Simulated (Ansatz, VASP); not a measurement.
Ir: VASP beside Ansatz

```xyz
1
Lattice="0.0000 1.9052 2.0582 1.9052 0.0000 2.0582 1.9052 1.9052 0.0000" Properties=species:S:1:pos:R:3 pbc="T T T"
Ir    0.0000    0.0000    0.0000
```

Alike in both runs: task single point; functional LDA; k mesh 22 × 22 × 22; occupations gaussian, width 0.15 eV; no spin polarisation.

|  | VASP | Ansatz |
| --- | --- | --- |
| version | VASP 6.6.1 | Ansatz 0.2.0 |
| potentials or method | VASP PAW LDA potentials, release 64 (Ir), cutoff 520 eV | scalar-relativistic, plane waves, PAW |
| valence electrons in the cell | 9 | 17 |

```csv
,VASP,Ansatz,Ansatz less VASP
gap on the k mesh at the Fermi level (eV),none,none,-
pressure (GPa),-22.2,-24.2,-1.95
"traceless stress, the component that is largest in VASP (GPa)",-16.39,-16.46,-0.064
```

LDA's correlation is that of Perdew and Zunger in VASP and of Perdew and Wang (1992) in Ansatz. A gap of «none» marks a metal or a gap that the smearing closes. VASP's potentials hold 9 valence electrons a cell and Ansatz's 17, so a difference there can come from the potentials and not from the codes.

Neither program's run includes spin-orbit coupling.
